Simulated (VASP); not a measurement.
# Ir (P6_3/mmc) in VASP: a series of runs

Ir is run at these levels: PBE; tasks: single point.

Program: VASP 6.6.1. These are calculated values, not measurements. Logs are shortened: lines on timing, memory, paths and dates and some standing lists are left out, and cuts for length are marked.

**1. The cell of the first run**

It takes space group P6_3/mmc (No. 194, hexagonal). The conventional cell has a = 2.748 Å, b = 2.748 Å, c = 4.304 Å, α = 90.00°, β = 90.00°, γ = 120.00°. Ir (site symmetry -6m2) has 12 Ir at 2.67 to 2.75 Å within 3.5 Å.

This isn't the form of Ir at room conditions, which is fcc.

**2. Single point, PBE**

INCAR

```
ALGO = Fast
EDIFF = 1E-6
ENCUT = 520
GGA = PE
ISIF = 2
ISMEAR = 0
LASPH = T
LCHARG = F
LREAL = F
LWAVE = F
NBANDS = 16
NELM = 60
PREC = Accurate
SIGMA = 0.15
```

KPOINTS

```
k-points
0
Gamma
  18 18 10
```

POSCAR

```
Ir
1.0
    2.7478111495      0.0000000000      0.0000000000
   -1.3739055747      2.3796742603      0.0000000000
    0.0000000000      0.0000000000      4.3045000000
Ir
2
Direct
    0.6666666667      0.3333333333      0.7500000000
    0.3333333333      0.6666666667      0.2500000000
```

Potentials or basis: VASP PAW PBE potentials, release 64 (Ir).

The run is started by

```sh
$ cat potpaw_PBE.64/Ir/POTCAR > POTCAR
$ mpirun -np 1 vasp_std > vasp.out
```

OUTCAR:

```text
EDIFF = 1E-6
   ENCUT = 520
   GGA = PE
   ISIF = 2
   ISMEAR = 0
   LASPH = T
   LREAL = F
   NELM = 60
   PREC = Accurate

 ion  position               nearest neighbor table
   1  0.667  0.333  0.750-   2 2.67   2 2.67   2 2.67   2 2.67   2 2.67   2 2.67
   2  0.333  0.667  0.250-   1 2.67   1 2.67   1 2.67   1 2.67   1 2.67   1 2.67

  LATTYP: Found a hexagonal cell.
 ALAT       =     2.7478111495
 C/A-ratio  =     1.5665195917

  Lattice vectors:

 A1 = (   2.7478111495,   0.0000000000,   0.0000000000)
 A2 = (  -1.3739055747,   2.3796742603,   0.0000000000)
 A3 = (   0.0000000000,   0.0000000000,   4.3045000000)

Analysis of symmetry for initial positions (statically):
=====================================================================
 Subroutine PRICEL returns:
 Original cell was already a primitive cell.

 Routine SETGRP: Setting up the symmetry group for a
 hexagonal supercell.

 Subroutine GETGRP returns: Found 24 space group operations
 (whereof 12 operations were pure point group operations)
 out of a pool of 24 trial point group operations.

The static configuration has the point symmetry D_3d.
 The point group associated with its full space group is D_6h.

Analysis of symmetry for dynamics (positions and initial velocities):
=====================================================================
 Subroutine PRICEL returns:
 Original cell was already a primitive cell.

 Routine SETGRP: Setting up the symmetry group for a
 hexagonal supercell.

 Subroutine GETGRP returns: Found 24 space group operations
 (whereof 12 operations were pure point group operations)
 out of a pool of 24 trial point group operations.

The dynamic configuration has the point symmetry D_3d.
 The point group associated with its full space group is D_6h.

 Subroutine INISYM returns: Found 24 space group operations
 (whereof 12 operations are pure point group operations),
 and found     1 'primitive' translations

----------------------------------------------------------------------------------------

                                     Primitive cell

  volume of cell :      28.1467

  direct lattice vectors                    reciprocal lattice vectors
     2.747811149  0.000000000  0.000000000     0.363926029  0.210112791  0.000000000
    -1.373905575  2.379674260  0.000000000     0.000000000  0.420225582  0.000000000
     0.000000000  0.000000000  4.304500000     0.000000000  0.000000000  0.232315019

  length of vectors
     2.747811149  2.747811150  4.304500000     0.420225582  0.420225582  0.232315019

  position of ions in fractional coordinates (direct lattice)
     0.666666667  0.333333333  0.750000000
     0.333333333  0.666666667  0.250000000

  ion indices of the primitive-cell ions
   primitive index   ion index
                 1           1
                 2           2

----------------------------------------------------------------------------------------

 KPOINTS: k-points

Automatic generation of k-mesh.
 Grid dimensions read from file:
 generate k-points for:   18   18   10

 Generating k-lattice:

  Cartesian coordinates                     Fractional coordinates (reciprocal lattice)
     0.020218113  0.011672933  0.000000000     0.055555556  0.000000000  0.000000000
     0.000000000  0.023345866  0.000000000     0.000000000  0.055555556  0.000000000
     0.000000000  0.000000000  0.023231502     0.000000000  0.000000000  0.100000000

  Length of vectors
     0.023345866  0.023345866  0.023231502

  Shift w.r.t. Gamma in fractional coordinates (k-lattice)
     0.000000000  0.000000000  0.000000000

 Subroutine IBZKPT returns following result:
 ===========================================

 Found    222 irreducible k-points:

 Following reciprocal coordinates:
            Coordinates               Weight
  0.000000  0.000000  0.000000      1.000000
  0.055556  0.000000  0.000000      6.000000
  0.111111  0.000000  0.000000      6.000000
  0.166667  0.000000  0.000000      6.000000
  0.222222 -0.000000  0.000000      6.000000
  0.277778  0.000000  0.000000      6.000000
[... 16 lines left out ...]
  0.333333  0.111111  0.000000     12.000000
  0.388889  0.111111  0.000000     12.000000
 [... further k-points ...]
   k-points           NKPTS =    222   k-points in BZ     NKDIM =    222   number of bands    NBANDS=     16
   number of dos      NEDOS =    301   number of ions     NIONS =      2
   total plane-waves  NPLWV =  12800
   dimension x,y,z NGX =    20 NGY =   20 NGZ =   32
   dimension x,y,z NGXF=    40 NGYF=   40 NGZF=   64
   ions per type =               2
   NGX,Y,Z   is equivalent  to a cutoff of  12.10, 12.10, 12.36 a.u.
   NGXF,Y,Z  is equivalent  to a cutoff of  24.20, 24.20, 24.72 a.u.
 SYSTEM =  unknown system
   PREC   = accura    normal or accurate (medium, high low for compatibility)
   ISTART =      0    job   : 0-new  1-cont  2-samecut
   ICHARG =      2    charge: 1-file 2-atom 10-const
   ISPIN  =      1    spin polarized calculation?
   LNONCOLLINEAR =      F non collinear calculations
   LSORBIT =      F    spin-orbit coupling
   LASPH  =      T    aspherical Exc in radial PAW
   ENCUT  =  520.0 eV  38.22 Ry    6.18 a.u.   5.11  5.11  8.00*2*pi/ulx,y,z
   NELM   =     60;   NELMIN=  2; NELMDL= -5     # of ELM steps
   EDIFF  = 0.1E-05   stopping-criterion for ELM
   LREAL  =      F    real-space projection
   EDIFFG = 0.1E-04   stopping-criterion for IOM
   NSW    =      0    number of steps for IOM
   IBRION =     -1    ionic relax: 0-MD 1-quasi-New 2-CG
   NFREE  =      0    steps in history (QN), initial steepest desc. (CG)
   ISIF   =      2    stress and relaxation
   ISYM   =      2    0-nonsym 1-usesym 2-fastsym
   POTIM  = 0.5000    time-step for ionic-motion
   TEBEG  =    0.0;   TEEND  =   0.0 temperature during run
   PSTRESS=    0.0 pullay stress
   NELECT =      18.0000    total number of electrons
   NUPDOWN=      -1.0000    fix difference up-down
   EMIN   =  10.00;   EMAX   =-10.00  energy-range for DOS
   EFERMI =   0.00;   METHOD = LEGACY
   ISMEAR =     0;   SIGMA  =   0.15  broadening in eV -4-tet -1-fermi 0-gaus
   EFERMI_NEDOS =   21; number of points for ismear=-14 and -15
   IALGO  =     68    algorithm
   IMIX   =      4    mixing-type and parameters
     AMIX     =   0.40;   BMIX     =  1.00
     AMIX_MAG =   1.60;   BMIX_MAG =  1.00
  volume/ion in A,a.u.               =      14.07        94.97
  Fermi-wavevector in a.u.,A,eV,Ry     =   1.410447  2.665357 27.066879  1.989359
  Thomas-Fermi vector in A             =   2.532399
   LORBIT       =      0    0 simple, 1 ext, 2 COOP (PROOUT), +10 PAW based schemes
   GGA     = PE    functional components
   LHFCALC =     F    Hartree Fock is set to
   AEXX    =    0.0000 exact exchange contribution
   IVDW    =     0    specifies the selected vdW correction
   LEPSILON=     F    determine dielectric tensor
   LRPA    =     F    only Hartree local field effects (RPA)
 non-spin polarized calculation
 RMM-DIIS sequential band-by-band and
 Gauss-broadening in eV      SIGMA  =   0.15
  energy-cutoff  :      520.00
  volume of cell :       28.15
 maximum number of plane-waves:       778
   NGX = 11   NGY = 11   NGZ = 17

 number of electron      18.0000001 magnetization

 Free energy of the ion-electron system (eV)
  ---------------------------------------------------
  ext. energy  EPLUGINS =         0.00000000
  ---------------------------------------------------
  free energy    TOTEN  =       -17.49292893 eV

  energy without entropy =      -17.46628744  energy(sigma->0) =      -17.47960818

 E-fermi :  10.6681     XC(G=0): -14.0169

 val. band max:       10.6644416794   @ k =   0.1667   0.1667   0.5000
 cond. band min:      10.6686473865   @ k =   0.0556   0.0000   0.4000
 fundamental gap:      0.0042057072
 Fermi energy:        10.6681148763

 k-point     1 :       0.0000    0.0000    0.0000
  band No.  band energies     occupation
      1      -0.6786      2.00000
      2       2.4271      2.00000
      3       6.7075      2.00000
      4       6.7075      2.00000
      5       6.9833      2.00000
      6       7.4603      2.00000
[... 8 lines left out ...]
     15      27.5323      0.00000
     16      28.2898      0.00000

 k-point     2 :       0.0556    0.0000    0.0000
  band No.  band energies     occupation
      1      -0.5600      2.00000
      2       2.5287      2.00000
      3       6.4620      2.00000
      4       6.8065      2.00000
      5       7.2021      2.00000
      6       7.3991      2.00000
[... 8 lines left out ...]
     15      27.6742      0.00000
     16      28.4679      0.00000

 k-point     3 :       0.1111    0.0000    0.0000
  band No.  band energies     occupation
      1      -0.2132      2.00000
      2       2.8129      2.00000
      3       6.0896      2.00000
      4       7.0993      2.00000
      5       7.2096      2.00000
      6       7.3479      2.00000
[... 8 lines left out ...]
     15      28.0423      0.00000
     16      28.7745      0.00000

 k-point     4 :       0.1667    0.0000    0.0000
  band No.  band energies     occupation
      1       0.3325      2.00000
      2       3.2047      2.00000
      3       5.7360      2.00000
      4       6.5744      2.00000
      5       6.9910      2.00000
      6       7.3507      2.00000
[... 8 lines left out ...]
     15      28.1443      0.00000
     16      28.2248      0.00000
[... 324 lines left out ...]
 k-point    22 :       0.2778    0.1111    0.0000
  band No.  band energies     occupation
      1       2.7149      2.00000
      2       3.7486      2.00000
      3       4.3814      2.00000
      4       5.5102      2.00000
      5       6.3038      2.00000
      6       7.1409      2.00000
[... 8 lines left out ...]
     15      22.5116      0.00000
     16      25.7631      0.00000

 k-point    23 :       0.3333    0.1111    0.0000
  band No.  band energies     occupation
      1       3.1446      2.00000
      2       3.5368      2.00000
      3       3.9842      2.00000
      4       5.9557      2.00000
      5       6.1954      2.00000
      6       7.2927      2.00000
[... 8 lines left out ...]
     15      21.2734      0.00000
     16      25.2489      0.00000

 k-point    24 :       0.3889    0.1111    0.0000
  band No.  band energies     occupation
      1       3.3227      2.00000
      2       3.4064      2.00000
      3       3.7409      2.00000
      4       6.1389      2.00000
      5       6.3955      2.00000
      6       7.1501      2.00000
[... 8 lines left out ...]
     15      21.6201      0.00000
     16      24.0267      0.00000

 [... further k-points ...]
[... 5 lines left out ...]
  --------------------------------------------------------------------------------------
  -------------------------------------------------------------------------------------
  Total        1.6484946      1.6484946      4.2621058      0.0000000     -0.0000000     -0.0000000
  in kB       93.8363298     93.8363298    242.6094439      0.0000000     -0.0000000     -0.0000000
  external PRESSURE =     143.4273678 kB  Pullay stress =       0.0000000 kB

 VOLUME and BASIS-vectors are now :
 -----------------------------------------------------------------------------
  energy-cutoff  :      520.00
  volume of cell :       28.15
      direct lattice vectors                 reciprocal lattice vectors
     2.747811149  0.000000000  0.000000000     0.363926029  0.210112791  0.000000000
    -1.373905575  2.379674260  0.000000000     0.000000000  0.420225582  0.000000000
     0.000000000  0.000000000  4.304500000     0.000000000  0.000000000  0.232315019

 POSITION                                       TOTAL-FORCE (eV/Angst)
 -----------------------------------------------------------------------------------
      1.37391      0.79322      3.22837        -0.000000     -0.000000      0.000000
     -0.00000      1.58645      1.07612         0.000000      0.000000      0.000000
 -----------------------------------------------------------------------------------
    total drift:                                0.000000     -0.000000     -0.000000

  FREE ENERGIE OF THE ION-ELECTRON SYSTEM (eV)
  ---------------------------------------------------
  free  energy   TOTEN  =       -17.4929289288 eV

  energy  without entropy=      -17.4662874399  energy(sigma->0) =      -17.47960818
```

It took 2.6 min on 1 thread of Intel Xeon 8259CL, shared host; peak memory 0.2 GiB.

Results:

```
Free energy            : -17.4929 eV
Pressure               : 14.3 GPa
Band gap on the k mesh : zero (bands 9 and 10 overlap by 3.36 eV)
```

Stress tensor (GPa, compression positive):
```
 9.38  0.00  0.00
 0.00  9.38  0.00
 0.00  0.00 24.26
```

Levels at points of the mesh, in eV from the Fermi level:
| k point | band 5 | band 6 | band 7 | band 8 | band 9 | band 10 | band 11 | band 12 | band 13 | band 14 |
| --- | --- | --- | --- | --- | --- | --- | --- | --- | --- | --- |
| (0.00, 0.00, 0.00) | -3.68 | -3.21 | -3.21 | -2.75 | -2.75 | -0.52 | 0.22 | 0.22 | 7.57 | 14.00 |
| (0.50, 0.00, 0.00) | -3.67 | -3.46 | -2.85 | 0.44 | 0.95 | 1.11 | 2.84 | 4.24 | 8.37 | 10.71 |
| (0.00, 0.00, 0.50) | -4.18 | -4.18 | -4.18 | -4.18 | -0.50 | -0.50 | -0.50 | -0.50 | 13.61 | 13.61 |
| (0.50, 0.00, 0.50) | -2.36 | -2.36 | -1.06 | -1.06 | 0.75 | 0.75 | 1.98 | 1.98 | 7.61 | 7.61 |

Caveat: the stress differs along the axes, from 9 to 24 GPa; spin-orbit coupling is left out, which moves the levels of the heavy elements.

(Part 1 of 2 ends here.)
